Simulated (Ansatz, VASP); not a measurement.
Given: the input of a run of VASP 6.6.1 on Ba.

File INCAR:

```
SYSTEM = Ba
PREC = Accurate
ENCUT = 520
EDIFF = 1E-7
ISMEAR = 0
SIGMA = 0.02
LREAL = .False.
LASPH = .True.
NELM = 60
ALGO = Normal
ISIF = 2
LWAVE = .False.
LCHARG = .False.
GGA = CA
NBANDS = 11
```

File KPOINTS:

```
regular mesh
0
Gamma
  7 7 7
  0 0 0
```

The input POSCAR:

```
Ba
1.0
    3.9996500000      0.0000000000      0.0000000000
    0.0000000000      3.9996500000      0.0000000000
    0.0000000000      0.0000000000      3.6055390000
Ba
1
Direct
    0.5000000000      0.5000000000      0.5000000000
```

Potentials or basis: VASP PAW LDA potentials, release 64 (Ba_sv).

Command:

```bash
$ cat potpaw_LDA.64/Ba_sv/POTCAR > POTCAR
$ mpirun -np 1 vasp_std > vasp.out
```

Set up the same calculation for Ansatz 0.2.0. Potentials there: all-electron LAPW, scalar-relativistic.

As run (the cutoff follows the program's own potentials):

Contents of input.yaml:

```yaml
crystal:
  lattice:
    - [3.99965, 0.0, 0.0]
    - [0.0, 3.99965, 0.0]
    - [0.0, 0.0, 3.605539]
  atoms:
    - { symbol: Ba, position: [0.5, 0.5, 0.5] }
kpoints:
  mp_grid: { grid: [7, 7, 7] }
scf:
  occupations: { method: gaussian, width: 0.02 }
hamiltonian:
  xc: lda
  pseudopotentials: { kind: all_electron, lapw: { basis_error: 0.001 } }
output:
  forces: true
  stress: true
  eigenvalues: true
```

Potentials or basis: all-electron LAPW, scalar-relativistic.

Run with:

```sh
$ ansatz run input.yaml --threads 1 --pin off --max-ram 3072MiB --backend cpu --events-out ev --progress --plain --runs-dir out
```

Both were run:

|  | VASP | Ansatz | Ansatz less VASP |
| --- | --- | --- | --- |
| gap on the k mesh at the Fermi level (eV) | none | none | - |
| pressure (GPa) | -0.8 | -1.0 | -0.16 |
| traceless stress, the component that is largest in VASP (GPa) | 2.39 | 2.27 | -0.113 |

LDA's correlation is that of Perdew and Zunger in VASP and of Perdew and Wang (1992) in Ansatz. A gap of «none» marks a metal or a gap that the smearing closes. Ansatz ran all-electron here, and VASP with PAW potentials.

Spin-orbit coupling is off throughout.
